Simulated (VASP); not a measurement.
Set up this calculation in VASP 6.6.1, as the native input.

| Quantity | Value |
| --- | --- |
| Task | single point |
| Functional | PBE |
| Potentials or basis | VASP PAW PBE potentials, release 64 (Be, S) |
| Cutoff | 520 eV |
| k mesh | 12 × 12 × 6 |
| Occupations | fermi-dirac, width 0.02 eV |
| Spin | no spin polarisation |
| Dipole correction | no |
| Further INCAR settings | ALGO = Normal; EDIFF = 1e-06; NBANDS = 16 |

The structure of BeS lies in POSCAR:

```
BeS
1.0
    3.4738283673      0.0000000000      0.0000000000
   -1.7369141836      3.0084236145      0.0000000000
    0.0000000000      0.0000000000      5.2552221102
Be S
2 2
Direct
    0.0000000000      0.0000000000      0.0000000000
    0.0000000000      0.0000000000      0.5000000000
    0.3333333333      0.6666666667      0.2500000000
    0.6666666667      0.3333333333      0.7500000000
```

This cell differs from its parent crystal: biaxial xy strain +5.3%.

The input as run:

INCAR

```
PREC = Accurate
ENCUT = 520
EDIFF = 1E-6
ISMEAR = -1
SIGMA = 0.02
LREAL = F
LASPH = T
NELM = 100
ALGO = Normal
ISIF = 2
LWAVE = F
LCHARG = T
GGA = PE
LELF = T
LVHAR = T
NBANDS = 16
```

KPOINTS

```
regular mesh
0
Gamma
  12 12 6
```

Potentials or basis: VASP PAW PBE potentials, release 64 (Be, S).

Run with:

```bash
$ cat potpaw_PBE.64/Be/POTCAR potpaw_PBE.64/S/POTCAR > POTCAR
$ mpirun -np 1 vasp_std > vasp.out
```

Results of the run:

```json
{
  "Pressure": "-9.3 GPa",
  "Band gap on the k mesh": "1.24 eV, indirect (least direct gap 2.33 eV)"
}
```

Caveat: the cell differs from its parent crystal (biaxial xy strain +5.3%).

Wall time 36 s on 1 thread of Intel Xeon 6975P-C (shared host), peak memory 0.21 GiB.
